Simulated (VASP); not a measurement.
Fe:

```
Fe
1.0
     2.55376    0.00000    0.00000
     0.00000    2.55376    0.00000
     0.00000    0.00000    3.61156
Fe
2
Direct
  0.00000 0.00000 0.00000
  0.50000 0.50000 0.50000
```

This isn't the form of Fe at room conditions, which is bcc.

| Quantity | Value |
| --- | --- |
| Program | VASP 6.6.1 |
| Task | relaxation of cell and atoms |
| Functional | PBE |
| Potentials or basis | VASP PAW PBE potentials, release 64 (Fe) |
| Cutoff | 600 eV |
| k mesh | 12 × 12 × 9 |
| Occupations | fermi-dirac, width 0.05 eV |
| Spin | collinear spin, antiferromagnetic start |
| Starting moments | [2.5, -2.5] μB |

At the start: pressure -14.5 GPa; volume 11.78 Å³/atom.

Question: How do energy, volume and symmetry change on relaxing?

Answer: Over 10 steps the energy falls by 85.3 meV/atom and the volume is 10.77 Å³/atom (-8.5 %); space group Fm-3m (No. 225, to 0.1 Å) before, I4/mmm (No. 139, to 0.1 Å); moment 0.00 μB per cell.

The path:
```csv
step,energy change (eV),largest force (eV/Å),pressure (GPa),volume (Å³)
1,0.0000,0.0000,-14.53,23.55
2,-0.1035,0.0000,15.75,20.08
3,-0.1573,0.0000,1.88,21.20
4,-0.1573,0.0000,1.36,21.24
5,-0.1684,0.0000,0.61,21.42
6,-0.1705,0.0000,0.12,21.55
7,-0.1706,0.0000,0.15,21.54
8,-0.1706,0.0000,0.16,21.54
9,-0.1705,0.0000,-0.14,21.57
10,-0.1706,0.0000,0.04,21.55
```

Final structure:
```xyz
2
Lattice="2.4190 0.0000 0.0000 0.0000 2.4190 0.0000 0.0000 0.0000 3.6822" Properties=species:S:1:pos:R:3 pbc="T T T"
Fe    0.0000    0.0000    0.0000
Fe    1.2095    1.2095    1.8411
```

Caveat: the antiferromagnetic order is the one typed at the start, and another may lie lower.
